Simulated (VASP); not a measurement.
# RbY2S2 (P4mm) in VASP: further runs

The runs below take RbY2S2 through single point, relaxation of cell and atoms, with PBE.

Program: VASP 6.6.1. These are calculated values, not measurements. Logs are shortened: lines on timing, memory, paths and dates and some standing lists are left out, and cuts for length are marked.

**1. The cell of the first run**

Symmetry: P4mm, No. 99, tetragonal system. The conventional cell has a = 4.792 Å, b = 4.792 Å, c = 6.784 Å, α = 90.00°, β = 90.00°, γ = 90.00°. Rb (site symmetry 4mm) has 4 S at 2.63 Å within 3.5 Å. Y (site symmetry 2mm) has 1 S at 2.18 Å within 2.9 Å. S (site symmetry 2mm) has 1 Y at 2.18 Å and 2 Rb at 2.63 Å within 2.9 Å.

The cell was generated, and may not be a known phase.

**2. Single point, PBE**

Input file INCAR:

```
PREC = Accurate ; ENCUT = 520
EDIFF = 1E-6 ; ISMEAR = 0
SIGMA = 0.1 ; LREAL = F
LASPH = T ; NELM = 60
ALGO = Normal ; ISIF = 2
LWAVE = F ; LCHARG = F
GGA = PE ; NBANDS = 30
```

Input file KPOINTS:

```
Automatic mesh
0
Gamma
  4 4 4
```

Input file POSCAR:

```
RbY2S2
1.0
    4.7915301500      0.0000000000      0.0000000000
    0.0000000000      4.7915301500      0.0000000000
    0.0000000000      0.0000000000      6.7836979600
Rb Y S
1 2 2
Direct
    0.5000000000      0.5000000000      0.3693469400
    0.5000000000      0.0000000000      0.8883449300
    0.0000000000      0.5000000000      0.8883449300
    0.5000000000      0.0000000000      0.2092444100
    0.0000000000      0.5000000000      0.2092444100
```

Potentials or basis: VASP PAW PBE potentials, release 64 (Rb_sv, Y_sv, S).

Launch:

```
$ cat potpaw_PBE.64/Rb_sv/POTCAR potpaw_PBE.64/Y_sv/POTCAR potpaw_PBE.64/S/POTCAR > POTCAR
$ mpirun -np 1 vasp_std > vasp.out
```

OUTCAR:

```text
PREC = Accurate
   ENCUT = 520
   EDIFF = 1E-6
   ISMEAR = 0
   LREAL = F
   LASPH = T
   NELM = 60
   ISIF = 2
   GGA = PE

 ion  position               nearest neighbor table
   1  0.500  0.500  0.369-   4 2.63   5 2.63   4 2.63   5 2.63   2 4.05   2 4.05   3 4.05   3 4.05
                             3 4.26   3 4.26   2 4.26   2 4.26
   2  0.500  0.000  0.888-   4 2.18   3 3.39   3 3.39   3 3.39   3 3.39   1 4.05   1 4.05   1 4.26
                             1 4.26
   3  0.000  0.500  0.888-   5 2.18   2 3.39   2 3.39   2 3.39   2 3.39   1 4.05   1 4.05   1 4.26
                             1 4.26
   4  0.500  0.000  0.209-   2 2.18   1 2.63   1 2.63
   5  0.000  0.500  0.209-   3 2.18   1 2.63   1 2.63

  LATTYP: Found a simple tetragonal cell.
 ALAT       =     4.7915301500
 C/A-ratio  =     1.4157686058

  Lattice vectors:

 A1 = (   4.7915301500,   0.0000000000,   0.0000000000)
 A2 = (   0.0000000000,   4.7915301500,   0.0000000000)
 A3 = (   0.0000000000,   0.0000000000,   6.7836979600)

Analysis of symmetry for initial positions (statically):
=====================================================================
 Subroutine PRICEL returns:
 Original cell was already a primitive cell.

 Routine SETGRP: Setting up the symmetry group for a
 simple tetragonal supercell.

 Subroutine GETGRP returns: Found  8 space group operations
 (whereof  8 operations were pure point group operations)
 out of a pool of 16 trial point group operations.

The static configuration has the point symmetry C_4v.

Analysis of symmetry for dynamics (positions and initial velocities):
=====================================================================
 Subroutine PRICEL returns:
 Original cell was already a primitive cell.

 Routine SETGRP: Setting up the symmetry group for a
 simple tetragonal supercell.

 Subroutine GETGRP returns: Found  8 space group operations
 (whereof  8 operations were pure point group operations)
 out of a pool of 16 trial point group operations.

The dynamic configuration has the point symmetry C_4v.

 Subroutine INISYM returns: Found  8 space group operations
 (whereof  8 operations are pure point group operations),
 and found     1 'primitive' translations

----------------------------------------------------------------------------------------

                                     Primitive cell

  volume of cell :     155.7453

  direct lattice vectors                    reciprocal lattice vectors
     4.791530150  0.000000000  0.000000000     0.208701598  0.000000000  0.000000000
     0.000000000  4.791530150  0.000000000     0.000000000  0.208701598  0.000000000
     0.000000000  0.000000000  6.783697960     0.000000000  0.000000000  0.147412224

  length of vectors
     4.791530150  4.791530150  6.783697960     0.208701598  0.208701598  0.147412224

  position of ions in fractional coordinates (direct lattice)
     0.500000000  0.500000000  0.369346940
     0.500000000  0.000000000  0.888344930
     0.000000000  0.500000000  0.888344930
     0.500000000  0.000000000  0.209244410
     0.000000000  0.500000000  0.209244410

  ion indices of the primitive-cell ions
   primitive index   ion index
                 1           1
                 2           2
                 3           3
                 4           4
                 5           5

----------------------------------------------------------------------------------------

 KPOINTS: Automatic mesh

Automatic generation of k-mesh.
 Grid dimensions read from file:
 generate k-points for:    4    4    4

 Generating k-lattice:

  Cartesian coordinates                     Fractional coordinates (reciprocal lattice)
     0.052175400  0.000000000  0.000000000     0.250000000  0.000000000  0.000000000
     0.000000000  0.052175400  0.000000000     0.000000000  0.250000000  0.000000000
     0.000000000  0.000000000  0.036853056     0.000000000  0.000000000  0.250000000

  Length of vectors
     0.052175400  0.052175400  0.036853056

  Shift w.r.t. Gamma in fractional coordinates (k-lattice)
     0.000000000  0.000000000  0.000000000

 Subroutine IBZKPT returns following result:
 ===========================================

 Found     18 irreducible k-points:

 Following reciprocal coordinates:
            Coordinates               Weight
  0.000000  0.000000  0.000000      1.000000
  0.250000  0.000000  0.000000      4.000000
  0.500000  0.000000  0.000000      2.000000
  0.250000  0.250000  0.000000      4.000000
  0.500000  0.250000  0.000000      4.000000
  0.500000  0.500000  0.000000      1.000000
[... 10 lines left out ...]
  0.500000  0.250000  0.500000      4.000000
  0.500000  0.500000  0.500000      1.000000
   k-points           NKPTS =     18   k-points in BZ     NKDIM =     18   number of bands    NBANDS=     30
   number of dos      NEDOS =    301   number of ions     NIONS =      5
   total plane-waves  NPLWV =  64800
   dimension x,y,z NGX =    36 NGY =   36 NGZ =   50
   dimension x,y,z NGXF=    72 NGYF=   72 NGZF=  100
   ions per type =               1   2   2
   NGX,Y,Z   is equivalent  to a cutoff of  12.49, 12.49, 12.25 a.u.
   NGXF,Y,Z  is equivalent  to a cutoff of  24.98, 24.98, 24.51 a.u.
 SYSTEM =  unknown system
   PREC   = accura    normal or accurate (medium, high low for compatibility)
   ISTART =      0    job   : 0-new  1-cont  2-samecut
   ICHARG =      2    charge: 1-file 2-atom 10-const
   ISPIN  =      1    spin polarized calculation?
   LNONCOLLINEAR =      F non collinear calculations
   LSORBIT =      F    spin-orbit coupling
   LASPH  =      T    aspherical Exc in radial PAW
   ENCUT  =  520.0 eV  38.22 Ry    6.18 a.u.   8.91  8.91 12.61*2*pi/ulx,y,z
   NELM   =     60;   NELMIN=  2; NELMDL= -5     # of ELM steps
   EDIFF  = 0.1E-05   stopping-criterion for ELM
   LREAL  =      F    real-space projection
   EDIFFG = 0.1E-04   stopping-criterion for IOM
   NSW    =      0    number of steps for IOM
   IBRION =     -1    ionic relax: 0-MD 1-quasi-New 2-CG
   NFREE  =      0    steps in history (QN), initial steepest desc. (CG)
   ISIF   =      2    stress and relaxation
   ISYM   =      2    0-nonsym 1-usesym 2-fastsym
   POTIM  = 0.5000    time-step for ionic-motion
   TEBEG  =    0.0;   TEEND  =   0.0 temperature during run
   PSTRESS=    0.0 pullay stress
   NELECT =      43.0000    total number of electrons
   NUPDOWN=      -1.0000    fix difference up-down
   EMIN   =  10.00;   EMAX   =-10.00  energy-range for DOS
   EFERMI =   0.00;   METHOD = LEGACY
   ISMEAR =     0;   SIGMA  =   0.10  broadening in eV -4-tet -1-fermi 0-gaus
   EFERMI_NEDOS =   21; number of points for ismear=-14 and -15
   IALGO  =     38    algorithm
   IMIX   =      4    mixing-type and parameters
     AMIX     =   0.40;   BMIX     =  1.00
     AMIX_MAG =   1.60;   BMIX_MAG =  1.00
  volume/ion in A,a.u.               =      31.15       210.20
  Fermi-wavevector in a.u.,A,eV,Ry     =   1.066005  2.014458 15.461213  1.136367
  Thomas-Fermi vector in A             =   2.201575
   LORBIT       =      0    0 simple, 1 ext, 2 COOP (PROOUT), +10 PAW based schemes
   GGA     = PE    functional components
   LHFCALC =     F    Hartree Fock is set to
   AEXX    =    0.0000 exact exchange contribution
   IVDW    =     0    specifies the selected vdW correction
   LEPSILON=     F    determine dielectric tensor
   LRPA    =     F    only Hartree local field effects (RPA)
 non-spin polarized calculation
 Gauss-broadening in eV      SIGMA  =   0.10
  energy-cutoff  :      520.00
  volume of cell :      155.75
 maximum number of plane-waves:      4240
 NGX is ok and might be reduce to    36
   NGX = 17   NGY = 17   NGZ = 25

 number of electron      43.0000001 magnetization

 Free energy of the ion-electron system (eV)
  ---------------------------------------------------
  ext. energy  EPLUGINS =         0.00000000
  ---------------------------------------------------
  free energy    TOTEN  =       -20.12301367 eV

  energy without entropy =      -20.10111017  energy(sigma->0) =      -20.11206192

 E-fermi :   1.8657     XC(G=0):  -8.4033

 val. band max:        1.8570743509   @ k =   0.5000   0.2500   0.5000
 cond. band min:       1.9277197764   @ k =   0.5000   0.5000   0.0000
 fundamental gap:      0.0706454255
 Fermi energy:         1.8656734240

 k-point     1 :       0.0000    0.0000    0.0000
  band No.  band energies     occupation
      1     -40.3377      2.00000
      2     -40.2508      2.00000
      3     -23.6794      2.00000
      4     -20.6771      2.00000
      5     -20.6113      2.00000
      6     -20.6113      2.00000
[... 22 lines left out ...]
     29       6.6496      0.00000
     30       7.4874      0.00000

 k-point     2 :       0.2500    0.0000    0.0000
  band No.  band energies     occupation
      1     -40.3249      2.00000
      2     -40.2635      2.00000
      3     -23.6729      2.00000
      4     -20.6590      2.00000
      5     -20.5718      2.00000
      6     -20.5560      2.00000
[... 22 lines left out ...]
     29       6.0856      0.00000
     30       6.2795      0.00000

 k-point     3 :       0.5000    0.0000    0.0000
  band No.  band energies     occupation
      1     -40.2941      2.00000
      2     -40.2941      2.00000
      3     -23.6664      2.00000
      4     -20.6157      2.00000
      5     -20.6147      2.00000
      6     -20.4233      2.00000
[... 22 lines left out ...]
     29       5.1493      0.00000
     30       5.7769      0.00000

 k-point     4 :       0.2500    0.2500    0.0000
  band No.  band energies     occupation
      1     -40.3157      2.00000
      2     -40.2723      2.00000
      3     -23.6664      2.00000
      4     -20.6461      2.00000
      5     -20.6455      2.00000
      6     -20.5842      2.00000
[... 22 lines left out ...]
     29       5.9313      0.00000
     30       5.9976      0.00000

 k-point     5 :       0.5000    0.2500    0.0000
  band No.  band energies     occupation
      1     -40.2939      2.00000
      2     -40.2939      2.00000
      3     -23.6599      2.00000
      4     -20.6151      2.00000
      5     -20.6145      2.00000
      6     -20.6111      2.00000
[... 22 lines left out ...]
     29       5.5369      0.00000
     30       5.6364      0.00000
[... 328 lines left out ...]
     29       5.4304      0.00000
     30       5.5121      0.00000

 k-point    16 :       0.2500    0.2500    0.5000
  band No.  band energies     occupation
      1     -40.3157      2.00000
      2     -40.2723      2.00000
      3     -23.6668      2.00000
      4     -20.6459      2.00000
      5     -20.6451      2.00000
      6     -20.5849      2.00000
[... 22 lines left out ...]
     29       5.9788      0.00000
     30       6.4413      0.00000

 k-point    17 :       0.5000    0.2500    0.5000
  band No.  band energies     occupation
      1     -40.2939      2.00000
      2     -40.2939      2.00000
      3     -23.6600      2.00000
      4     -20.6160      2.00000
      5     -20.6144      2.00000
      6     -20.6111      2.00000
[... 22 lines left out ...]
     29       5.5781      0.00000
     30       5.6896      0.00000

 k-point    18 :       0.5000    0.5000    0.5000
  band No.  band energies     occupation
      1     -40.2936      2.00000
      2     -40.2936      2.00000
      3     -23.6532      2.00000
      4     -20.6918      2.00000
      5     -20.6661      2.00000
      6     -20.6151      2.00000
[... 22 lines left out ...]
     29       5.7299      0.00000
     30       5.7299      0.00000

------------------------ aborting loop because EDIFF is reached ----------------------------------------

  FORCE on cell =-STRESS in cart. coord.  units (eV):
  Direction    XX          YY          ZZ          XY          YZ          ZX
  --------------------------------------------------------------------------------------
  -------------------------------------------------------------------------------------
  Total       14.7728767     14.7728767     20.7047252      0.0000000      0.0000000     -0.0000000
  in kB      151.9709934    151.9709934    212.9928872      0.0000000      0.0000000     -0.0000000
  external PRESSURE =     172.3116247 kB  Pullay stress =       0.0000000 kB

 VOLUME and BASIS-vectors are now :
 -----------------------------------------------------------------------------
  energy-cutoff  :      520.00
  volume of cell :      155.75
      direct lattice vectors                 reciprocal lattice vectors
     4.791530150  0.000000000  0.000000000     0.208701598  0.000000000  0.000000000
     0.000000000  4.791530150  0.000000000     0.000000000  0.208701598  0.000000000
     0.000000000  0.000000000  6.783697960     0.000000000  0.000000000  0.147412224

 POSITION                                       TOTAL-FORCE (eV/Angst)
 -----------------------------------------------------------------------------------
      2.39577      2.39577      2.50554         0.000000     -0.000000      3.553993
      2.39577      0.00000      6.02626         0.000000     -0.000000     -3.738577
      0.00000      2.39577      6.02626        -0.000000     -0.000000     -3.738577
      2.39577      0.00000      1.41945         0.000000     -0.000000      1.961581
      0.00000      2.39577      1.41945         0.000000      0.000000      1.961581
 -----------------------------------------------------------------------------------
    total drift:                                0.000000     -0.000000     -0.001073

  FREE ENERGIE OF THE ION-ELECTRON SYSTEM (eV)
  ---------------------------------------------------
  free  energy   TOTEN  =       -20.1230136690 eV

  energy  without entropy=      -20.1011101655  energy(sigma->0) =      -20.11206192
```

Run time: 40 s. Hardware: 1 thread of Intel Xeon 6975P-C (Granite Rapids), shared host; peak memory 0.29 GiB.

Results:

| Quantity | Value |
| --- | --- |
| Free energy | -20.1230 eV |
| Pressure | 17.2 GPa |
| Largest force | 3.739 eV/Å |
| Band gap on the k mesh | zero (an odd number of electrons rules out a gap without spin polarisation) |

Forces on the atoms (eV/Å):
```
Rb   0.000  0.000  3.554
Y    0.000  0.000 -3.739
Y    0.000  0.000 -3.739
S    0.000  0.000  1.962
S    0.000  0.000  1.962
```

Stress tensor (GPa, compression positive):
```
15.20  0.00  0.00
 0.00 15.20  0.00
 0.00  0.00 21.30
```

Caveat: the stress differs along the axes, from 15 to 21 GPa; forces of over 1 eV/Å act on the atoms, so gaps and moduli don't describe the material at rest.

**3. Relaxation of cell and atoms, PBE**

Input file INCAR:

```
SYSTEM = RbY2S2
PREC = Accurate ; ENCUT = 600
EDIFF = 1E-6 ; ISMEAR = 0
SIGMA = 0.1 ; LREAL = .False.
LASPH = .True. ; NELM = 80
ALGO = Normal ; ISIF = 3
LWAVE = .False. ; LCHARG = .False.
GGA = PE ; IBRION = 2
NSW = 90 ; EDIFFG = -0.04
```

Input file KPOINTS:

```
regular mesh
0
Gamma
  4 4 4
  0 0 0
```

POSCAR is that of step 2.

Potentials or basis: VASP PAW PBE potentials, release 64 (Rb_sv, Y_sv, S).

Launch:

```
$ cat potpaw_PBE.64/Rb_sv/POTCAR potpaw_PBE.64/Y_sv/POTCAR potpaw_PBE.64/S/POTCAR > POTCAR
$ mpirun -np 1 vasp_std > vasp.out
```

Wall time 40 min (1 thread of Intel Xeon 6975P-C (Granite Rapids), shared host); peak memory 0.42 GiB.

Results (log left out):

- Free energy: -25.3851 eV
- Relaxed volume: 43.65 Å³/atom
- Relaxed cell: a = 6.520 Å, b = 6.520 Å, c = 5.135 Å, α = 90.00°, β = 90.00°, γ = 90.00°
- Space group after relaxing (to 0.1 Å): P4/mmm (No. 123)
- Pressure after relaxing: 0.0 GPa
- Largest force after relaxing: 0.037 eV/Å
- Band gap on the k mesh: zero (an odd number of electrons rules out a gap without spin polarisation)

Forces on the atoms (eV/Å):
```
Rb   0.000  0.000  0.037
Y    0.000  0.000 -0.020
Y    0.000  0.000 -0.020
S    0.000  0.000  0.001
S    0.000  0.000  0.001
```

Final structure:
```
Rb Y S
1.0
     6.51962    0.00000    0.00000
     0.00000    6.51962    0.00000
     0.00000    0.00000    5.13464
Rb Y S
1 2 2
Direct
  0.50000 0.50000 0.30825
  0.50000 0.00000 0.81413
  0.00000 0.50000 0.81413
  0.50000 0.00000 0.31400
  0.00000 0.50000 0.31400
```

Levels at points of the mesh, in eV from the Fermi level:
```csv
k point,band 18,band 19,band 20,band 21,band 22,band 23,band 24,band 25
"(0.00, 0.00, 0.00)",-2.35,-2.03,-2.03,-1.95,-0.12,0.03,0.54,0.54
"(0.50, 0.00, 0.00)",-2.43,-2.40,-2.31,-0.83,-0.26,0.71,0.76,0.93
"(0.50, 0.50, 0.00)",-2.47,-2.47,-1.88,-0.55,-0.55,0.59,0.64,1.22
"(0.00, 0.00, 0.50)",-2.99,-2.54,-2.54,-1.35,0.25,0.27,1.33,1.33
"(0.50, 0.00, 0.50)",-2.85,-2.84,-2.77,-0.56,-0.53,0.46,0.69,0.91
"(0.50, 0.50, 0.50)",-3.26,-2.98,-2.42,-0.52,-0.52,0.67,0.85,1.21
```

Caveat: the volume moved by over 15 % at a fixed basis, so the end points are rough.

The gap in the log of VASP goes by the Fermi energy; the results here count the filled bands.